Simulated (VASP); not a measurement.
# H14CO7 in VASP: a series of runs, part 2 of 2

VASP 6.6.1.

### Step 3. Single point, PBE+D3(BJ)

INCAR

```
ALGO = Normal
EDIFF = 1E-6
ENCUT = 520
GGA = PE
ISIF = 2
ISMEAR = -1
IVDW = 12
LASPH = True
LCHARG = False
LREAL = Auto
LWAVE = False
NBANDS = 47
NELM = 60
PREC = Accurate
SIGMA = 0.02
```

KPOINTS

```
k-points
0
Gamma
  1 1 1
```

POSCAR

```
H14CO7
1.0
    6.0083220000      0.0000000000      0.0000000000
    0.0000000000      6.0083220000      0.0000000000
    0.0000000000      0.0000000000      6.0083220000
O H C
7 14 1
Direct
    0.2032181364      0.7540874141      0.5620537648
    0.4691326464      0.9653111135      1.0801351858
    0.0378641491      0.9610170693      0.1979587645
    0.6775935111      1.0580990832      0.7168224340
    0.4647886714      0.5635184000      0.8876854470
    0.5048164862      0.2979034745      0.3548245251
    0.9365676473      0.5588082663      0.1293705630
    0.3020310829      0.8860377323      0.5923117969
    0.2416814545      0.6405116104      0.6703369094
    0.5192631154      1.0617939584      0.9512805738
    0.3018313599      0.9708700699      1.0984264825
    0.0560222971      0.8700432500      0.3282613681
   -0.0651762672      0.8588587629      0.1134260115
    0.6578708664      1.1523516882      0.5782479701
    0.8286173744      1.0015109044      0.7266088602
    0.4976930331      0.7115297749      0.9370170241
    0.6058430291      0.5237568825      0.8289336024
    0.4794183800      0.4505084781      0.3077897623
    0.5028858307      0.2100253615      0.2034511466
    0.9963846811      0.2932099844      0.3204721718
    0.8570446125      0.5450107368      0.4570161186
    0.9126341764      0.4522227670      0.2995844763
```

Potentials or basis: VASP PAW PBE potentials, release 64 (O, H, C).

Started as:

```sh
cat potpaw_PBE.64/O/POTCAR potpaw_PBE.64/H/POTCAR potpaw_PBE.64/C/POTCAR > POTCAR
mpirun -np 1 vasp_gam > vasp.out
```

OUTCAR:

```text
EDIFF = 1E-6
   ENCUT = 520
   GGA = PE
   ISIF = 2
   ISMEAR = -1
   IVDW = 12
   LASPH = True
   LREAL = Auto
   NELM = 60
   PREC = Accurate
 IVDW          = 12

 ion  position               nearest neighbor table
   1  0.203  0.754  0.562-   9 0.97   8 1.01
   2  0.469  0.965  0.080-  11 1.01  10 1.01
   3  0.038  0.961  0.198-  12 0.96  13 1.01
   4  0.678  0.058  0.717-  15 0.97  14 1.01
   5  0.465  0.564  0.888-  17 0.95  16 0.96
   6  0.505  0.298  0.355-  18 0.97  19 1.05
   7  0.937  0.559  0.129-  22 1.22
   8  0.302  0.886  0.592-   1 1.01
   9  0.242  0.641  0.670-   1 0.97
  10  0.519  0.062  0.951-   2 1.01
  11  0.302  0.971  0.098-   2 1.01
  12  0.056  0.870  0.328-   3 0.96
  13  0.935  0.859  0.113-   3 1.01
  14  0.658  0.152  0.578-   4 1.01
  15  0.829  0.002  0.727-   4 0.97
  16  0.498  0.712  0.937-   5 0.96
  17  0.606  0.524  0.829-   5 0.95
  18  0.479  0.451  0.308-   6 0.97
  19  0.503  0.210  0.203-   6 1.05
  20  0.996  0.293  0.320-  22 1.09
  21  0.857  0.545  0.457-  22 1.15
[... 205 lines left out ...]
 fundamental gap:      3.9448676283
 Fermi energy:        -2.2492601903

 k-point     1 :       0.0000    0.0000    0.0000
  band No.  band energies     occupation
      1     -23.1989      2.00000
      2     -22.2562      2.00000
      3     -21.9511      2.00000
      4     -21.7532      2.00000
      5     -21.6164      2.00000
      6     -21.4612      2.00000
[... 34 lines left out ...]
     41       7.2310      0.00000
     42       7.9565      0.00000
 [bands above 42 left out]

------------------------ aborting loop because EDIFF is reached ----------------------------------------

 Edisp (eV)   -0.83977

 E8    (eV) :    -0.1775

  FORCE on cell =-STRESS in cart. coord.  units (eV):
  Direction    XX          YY          ZZ          XY          YZ          ZX
  --------------------------------------------------------------------------------------
  -------------------------------------------------------------------------------------
  Total      -1.03668     2.97176     0.19138    -0.95119     0.16724    -0.05630
  in kB      -7.65769    21.95156     1.41363    -7.02619     1.23534    -0.41590
  external pressure =        5.24 kB  Pullay stress =        0.00 kB

 VOLUME and BASIS-vectors are now :
 -----------------------------------------------------------------------------
  energy-cutoff  :      520.00
  volume of cell :      216.90
      direct lattice vectors                 reciprocal lattice vectors
     6.008322000  0.000000000  0.000000000     0.166435820  0.000000000  0.000000000
     0.000000000  6.008322000  0.000000000     0.000000000  0.166435820  0.000000000
     0.000000000  0.000000000  6.008322000     0.000000000  0.000000000  0.166435820

 POSITION                                       TOTAL-FORCE (eV/Angst)
 -----------------------------------------------------------------------------------
      1.22100      4.53080      3.37700         0.197482      1.726825     -0.342256
      2.81870      5.79990      0.48148        -0.292387      0.898289     -0.602329
      0.22750      5.77410      1.18940        -0.987543      0.314453     -1.316651
      4.07120      0.34908      4.30690        -0.206807      0.829187     -0.996767
      2.79260      3.38580      5.33350        -0.915540     -1.025318     -0.173999
      3.03310      1.78990      2.13190         0.272858     -0.602250     -1.453529
[... 14 lines left out ...]
      5.14940      3.27460      2.74590        -0.078697     -0.627994     -0.543585
      5.48340      2.71710      1.80000         0.623019      1.504531      1.648291
 -----------------------------------------------------------------------------------
    total drift:                               -0.001780      0.007465     -0.014084

  FREE ENERGIE OF THE ION-ELECTRON SYSTEM (eV)
  ---------------------------------------------------
  free  energy   TOTEN  =      -109.8604359694 eV

  energy  without entropy=     -109.8604359694  energy(sigma->0) =     -109.86043597
```

OSZICAR:

```text
N       E                     dE             d eps       ncg     rms          rms(c)
DAV:   1     0.467490781010E+03    0.46749E+03   -0.32957E+04    94   0.117E+03
DAV:   2    -0.741112532639E+02   -0.54160E+03   -0.51655E+03   124   0.293E+02
DAV:   3    -0.118874828224E+03   -0.44764E+02   -0.44416E+02   116   0.895E+01
DAV:   4    -0.119534836378E+03   -0.66001E+00   -0.65934E+00   116   0.122E+01
DAV:   5    -0.119543935722E+03   -0.90993E-02   -0.90968E-02   116   0.139E+00    0.201E+01
DAV:   6    -0.109540917902E+03    0.10003E+02   -0.29564E+01   108   0.249E+01    0.806E+00
DAV:   7    -0.109179538285E+03    0.36138E+00   -0.13236E+00   116   0.542E+00    0.492E+00
DAV:   8    -0.109019290829E+03    0.16025E+00   -0.40454E-01   116   0.336E+00    0.832E-01
DAV:   9    -0.109016169332E+03    0.31215E-02   -0.38268E-02   116   0.105E+00    0.336E-01
DAV:  10    -0.109019528817E+03   -0.33595E-02   -0.13298E-02   108   0.566E-01    0.170E-01
DAV:  11    -0.109020301778E+03   -0.77296E-03   -0.19906E-03   108   0.246E-01    0.781E-02
DAV:  12    -0.109020674058E+03   -0.37228E-03   -0.55177E-04   108   0.132E-01    0.211E-02
DAV:  13    -0.109020670097E+03    0.39612E-05   -0.69204E-05   116   0.506E-02    0.119E-02
DAV:  14    -0.109020664918E+03    0.51786E-05   -0.99970E-06   108   0.172E-02    0.650E-03
DAV:  15    -0.109020663120E+03    0.17987E-05   -0.54511E-06   108   0.128E-02    0.385E-03
DAV:  16    -0.109020662848E+03    0.27146E-06   -0.14353E-06    92   0.741E-03
   1 F= -.10986044E+03 E0= -.10986044E+03  d E =-.442252E-10
```

Wall time 46 s (1 thread of Intel Xeon 8259CL, shared host); peak memory 0.32 GiB.

What came out:

```
Free energy                : -109.8604 eV
Pressure                   : 0.5 GPa
Largest force              : 2.317 eV/Å
Dispersion energy per atom : -0.038 eV
```

Forces in eV/Å, atoms in the order of the input:
```
O    0.197  1.727 -0.342
O   -0.292  0.898 -0.602
O   -0.988  0.314 -1.317
O   -0.207  0.829 -0.997
O   -0.916 -1.025 -0.174
O    0.273 -0.602 -1.454
O   -0.677 -0.165 -1.318
H   -0.558 -1.366 -0.106
H    0.581 -0.148  0.589
H   -0.355 -1.008  0.260
H    0.419  0.006 -0.066
H    0.554 -0.432  1.017
H    0.785  0.539  0.517
H    0.164 -0.622  0.746
H    0.087  0.131 -0.305
H   -0.283  1.486  0.932
H    1.127 -0.890 -0.648
H   -0.136  0.327  0.129
H   -0.054  0.254  2.138
H   -0.267 -1.130 -0.102
H   -0.079 -0.628 -0.544
C    0.623  1.505  1.648
```

Stress tensor (GPa, compression positive):
```
-0.77 -0.70 -0.04
-0.70  2.20  0.12
-0.04  0.12  0.14
```

Caveat: the k points lie up to 1.05 Å⁻¹ apart.

### Step 4. Single point, PBE+D3(BJ)

INCAR

```
SYSTEM = H14CO7
ALGO     = Normal         ! electronic algorithm
EDIFF    = 1E-6           ! SCF threshold, eV
ENCUT    = 520            ! plane-wave cutoff, eV
GGA      = PE             ! functional
ISIF     = 2              ! what is computed and relaxed
ISMEAR   = -1             ! smearing method
IVDW     = 12             ! dispersion correction
LASPH    = .TRUE.         ! aspherical terms in the spheres
LCHARG   = .FALSE.        ! write CHGCAR
LREAL    = Auto         
LWAVE    = .FALSE.        ! write WAVECAR
NBANDS   = 47             ! bands
NELM     = 60             ! most SCF steps
PREC     = Accurate       ! precision mode
SIGMA    = 0.02           ! smearing width, eV
```

KPOINTS

```
k-points
0
G
  1 1 1
  0 0 0
```

POSCAR

```
H14CO7
1.0
    6.0083220000      0.0000000000      0.0000000000
    0.0000000000      6.0083220000      0.0000000000
    0.0000000000      0.0000000000      6.0083220000
O H C
7 14 1
Direct
    0.2721392096      0.7424036195      0.5782979008
    0.3967164210      0.9873638597      1.0659714975
    0.0115340023      0.9920407062      0.2577924419
    0.6266974373      1.0123791634      0.6785921261
    0.4306693283      0.5582257409      0.9993139515
    0.5551133911      0.2895816835      0.3651269023
    0.9108366695      0.6193243305      0.0988129464
    0.4022254466      0.8361402734      0.5417818819
    0.3189243186      0.6484838862      0.7088501582
    0.4342144113      1.0079519706      0.9148810600
    0.2573097780      1.0335830869      1.1288842376
    0.0876284593      0.9243679017      0.3843502396
   -0.0249820166      0.8439794006      0.1869740004
    0.6035295712      1.1376554053      0.5695933074
    0.7758072886      1.0135442142      0.7160068984
    0.3787912832      0.7234632232      1.0235636506
    0.5867861276      0.5620204776      0.9583041655
    0.4880563991      0.4397567241      0.3533432463
    0.4973768050      0.2149685053      0.2304636802
    0.9352361608      0.2988188716      0.1905024398
    0.9609837822      0.5130217721      0.4238621033
    0.9406952557      0.4779204577      0.2318950283
```

Started as:

```sh
cat potpaw_PBE.64/O/POTCAR potpaw_PBE.64/H/POTCAR potpaw_PBE.64/C/POTCAR > POTCAR
mpirun -np 1 vasp_gam > vasp.out
```

It took 50 s on 1 thread of Intel Xeon 8259CL, shared host; peak memory 0.31 GiB.

Results (log left out):

```
Free energy                : -109.8464 eV
Pressure                   : 3.2 GPa
Largest force              : 5.374 eV/Å
Dispersion energy per atom : -0.038 eV
```

Forces on the atoms (eV/Å):
```
O    0.168 -0.306 -0.017
O    1.440 -0.907  1.987
O    0.294 -0.208  0.125
O   -2.629  0.232 -0.491
O   -1.042  1.020 -0.425
O   -0.443  1.218 -0.202
O   -0.277  2.601 -2.701
H   -0.029 -0.416  0.532
H   -0.183  0.535 -0.526
H    0.223  0.934 -2.021
H   -1.839  0.309 -0.303
H    0.219  0.343  0.894
H   -0.658  0.400 -0.527
H    0.033 -0.156  0.002
H    2.702 -0.136  0.636
H    1.228 -1.540  0.100
H    0.033  0.334  0.072
H    0.177 -0.445  0.155
H    0.316 -0.485 -0.040
H    0.260  0.016  0.015
H    0.068  0.009 -1.466
C   -0.061 -3.351  4.200
```

Stress tensor (GPa, compression positive):
```
 3.55  0.72  0.52
 0.72  4.09 -1.41
 0.52 -1.41  2.05
```

Levels at points of the mesh, in eV from the Fermi level:
| k point | band 27 | band 28 | band 29 | band 30 | band 31 | band 32 | band 33 | band 34 |
| --- | --- | --- | --- | --- | --- | --- | --- | --- |
| (0.00, 0.00, 0.00) | -1.10 | -0.75 | -0.71 | -0.51 | 3.81 | 4.45 | 7.43 | 7.82 |

Caveat: the k points lie up to 1.05 Å⁻¹ apart; the atoms stand as in a frame of molecular dynamics.

### Step 5. Single point, PBE+D3(BJ)

INCAR

```
SYSTEM = H14CO7
PREC = Accurate
ENCUT = 520
EDIFF = 1E-6
ISMEAR = -1
SIGMA = 0.02
LREAL = Auto
LASPH = .TRUE.
NELM = 80
ALGO = Normal
ISIF = 2
LWAVE = .FALSE.
LCHARG = .FALSE.
GGA = PE
IVDW = 12
NBANDS = 47
```

KPOINTS

```
regular mesh
0
G
  1 1 1
  0 0 0
```

POSCAR

```
H14CO7
1.0
    6.0083220000      0.0000000000      0.0000000000
    0.0000000000      6.0083220000      0.0000000000
    0.0000000000      0.0000000000      6.0083220000
O H C
7 14 1
Direct
    0.2953736501      0.7378599216      0.5767666913
    0.3510464319      0.9933721928      1.0733612479
   -0.0620472738      0.9870642752      0.4419536769
    0.6021814410      1.0528397113      0.6937377857
    0.5385530270      0.5753686304      0.9617993177
    0.5285169470      0.2920116465      0.3334042350
    0.9574220556      0.6309581943      0.1050875769
    0.4312185665      0.8512692895      0.6090552404
    0.3228022732      0.5854879282      0.6274463985
    0.2830906866      0.9721516257      0.9344871996
    0.2423471978      0.9375662623      1.1749370290
    0.0507129944      0.8889170720      0.5214933554
   -0.0978975494      0.8907145789      0.3330047890
    0.5522174078      1.1873032104      0.5985198530
    0.7334993031      1.0042238082      0.6005503700
    0.5019205029      0.7352302357      0.9986482083
    0.6882121165      0.5729053802      0.9039129394
    0.5311299894      0.4286055241      0.2358229136
    0.4470299694      0.1781695455      0.2215593638
    1.0537717519      0.3060088990      0.0821027901
    1.1198634161      0.4441006990      0.3454708320
    1.0557190510      0.4628413723      0.1675842273
```

Started as:

```sh
cat potpaw_PBE.64/O/POTCAR potpaw_PBE.64/H/POTCAR potpaw_PBE.64/C/POTCAR > POTCAR
mpirun -np 1 vasp_gam > vasp.out
```

It took 42 s on 1 thread of Intel Xeon 8259CL, shared host; peak memory 0.33 GiB.

Results (log left out):

```yaml
Free_energy: -109.6249 eV
Pressure: 0.4 GPa
Largest_force: 5.209 eV/Å
Dispersion_energy_per_atom: -0.038 eV
```

Forces on the atoms (eV/Å):
```
O    0.630  1.358 -0.089
O    0.784 -0.167  1.227
O    2.398  1.798  3.713
O   -0.861  0.725 -0.932
O   -1.080  0.778  0.278
O   -1.340 -0.324 -1.972
O    0.875 -0.148 -0.292
H   -1.110 -1.277  0.114
H    0.466  0.651  0.158
H   -0.562  0.088 -2.166
H   -0.773 -0.518  0.998
H   -0.048  0.597 -0.100
H   -1.589 -2.925 -4.007
H    0.513 -1.270  0.664
H   -0.135  0.372  0.269
H    0.541 -1.017 -0.333
H    0.413  0.202  0.111
H    0.188 -0.708  0.469
H    1.501  1.652  1.478
H    0.112 -0.712 -1.157
H    0.019  0.471 -0.945
C   -0.940  0.372  2.514
```

Stress tensor (GPa, compression positive):
```
 0.67 -0.10 -0.13
-0.10 -2.17  1.58
-0.13  1.58  2.63
```

Levels at points of the mesh, in eV from the Fermi level:
```tsv
k point	band 26	band 27	band 28	band 29	band 30	band 31	band 32	band 33	band 34	band 35
(0.00, 0.00, 0.00)	-1.38	-1.07	-1.01	-0.77	-0.52	2.91	4.03	7.13	7.18	7.77
```

Caveat: the k points lie up to 1.05 Å⁻¹ apart; the atoms stand as in a frame of molecular dynamics.

### Step 6. Single point, PBE+D3(BJ)

INCAR

```
PREC = Accurate
ENCUT = 520
EDIFF = 1E-6
ISMEAR = -1
SIGMA = 0.02
LREAL = Auto
LASPH = T
NELM = 80
ALGO = Normal
ISIF = 2
LWAVE = F
LCHARG = F
GGA = PE
IVDW = 12
NBANDS = 47
```

KPOINTS

```
Automatic mesh
0
Gamma
  1 1 1
```

POSCAR

```
H14CO7
1.0
    6.0083220000      0.0000000000      0.0000000000
    0.0000000000      6.0083220000      0.0000000000
    0.0000000000      0.0000000000      6.0083220000
O H C
7 14 1
Direct
    0.3370325359      0.6684395410      0.5602229707
    0.3060588297      0.9847508173      1.1028869624
   -0.0634619782      0.9574386992      0.5133546438
    0.5677958006      1.1443461253      0.8001235620
    0.5862036023      0.5728554495      0.9597688007
    0.4678344470      0.2868188489      0.3370158923
    1.0008784483      0.6000510625      0.0551568308
    0.4471131873      0.6106363807      0.6781926801
    0.3505138373      0.5441119833      0.4491270608
    0.3650936152      1.0372613186      0.9456383995
    0.2105579561      0.8537824704      1.1028536753
    0.0643940188      0.8768171879      0.5460592824
   -0.1322499027      0.8995356773      0.3713682456
    0.5418318126      1.2054613584      0.6551746062
    0.6885616317      1.0357800398      0.7742095048
    0.5290495416      0.7128279743      1.0376607645
    0.7207336757      0.6502980366      0.9112194719
    0.5879178912      0.3837677142      0.2597896717
    0.3947691219      0.1631903217      0.2406329088
    1.0387425974      0.2873847307      0.1389905534
    0.9983319802      0.4858594463      0.3753460617
    0.9946537486      0.4461312160      0.1875565258
```

Potentials or basis: VASP PAW PBE potentials, release 64 (O, H, C).

Started as:

```sh
cat potpaw_PBE.64/O/POTCAR potpaw_PBE.64/H/POTCAR potpaw_PBE.64/C/POTCAR > POTCAR
mpirun -np 1 vasp_gam > vasp.out
```

Run time: 40 s. Hardware: 1 thread of Intel Xeon 8259CL, shared host; peak memory 0.31 GiB.

Results (log left out):

```
Free energy                : -109.3575 eV
Pressure                   : -0.8 GPa
Largest force              : 3.850 eV/Å
Dispersion energy per atom : -0.038 eV
```

Forces on the atoms (eV/Å):
```
O    1.231 -1.170  0.392
O    0.606  0.216 -1.547
O   -3.314  1.192 -1.555
O    0.554 -1.177  0.889
O   -0.633  2.652  0.701
O    1.261  1.451 -0.200
O    0.083  0.595 -0.284
H   -1.373  0.824 -0.727
H   -0.145  0.461  0.566
H   -0.295 -0.690  1.155
H   -0.290  0.116 -0.296
H    2.447 -1.741  0.261
H    0.920  0.432  1.528
H   -0.318  0.364 -1.274
H   -0.337  0.469 -0.283
H   -0.442 -1.357 -0.359
H    0.635 -0.876 -0.387
H   -2.046 -1.761  0.308
H    0.824  0.681  0.406
H   -0.001 -2.868 -0.826
H   -0.575 -0.454 -0.745
C    1.208  2.643  2.275
```

Stress tensor (GPa, compression positive):
```
-0.03 -2.03  0.16
-2.03  0.04  0.36
 0.16  0.36 -2.42
```

Levels at points of the mesh, in eV from the Fermi level:
| k point | band 27 | band 28 | band 29 | band 30 | band 31 | band 32 | band 33 | band 34 |
| --- | --- | --- | --- | --- | --- | --- | --- | --- |
| (0.00, 0.00, 0.00) | -1.43 | -1.20 | -1.01 | -0.58 | 2.60 | 3.87 | 7.16 | 7.32 |

Caveat: the k points lie up to 1.05 Å⁻¹ apart; the atoms stand as in a frame of molecular dynamics.

### Step 7. Summary

| cell | pressure (GPa) | largest force (eV/Å) |
| --- | --- | --- |
| as given, atomic positions A | -0.9 | 3.30 |
| as given, atomic positions B | 0.5 | 2.32 |
| as given, atomic positions C | 3.2 | 5.37 |
| as given, atomic positions D | 0.4 | 5.21 |
| as given, atomic positions E | -0.8 | 3.85 |

Alike in all rows: task single point; level PBE+D3(BJ); potentials or basis VASP PAW PBE potentials, release 64 (O, H, C); no spin polarisation; k mesh 1 × 1 × 1; cutoff (eV) 520; smearing fermi-dirac 0.02 eV.

Caveats: all runs use coarse meshes; the atoms stand as in a frame of molecular dynamics (at least some runs).

Absolute energies hang on the potentials; compare differences alone.
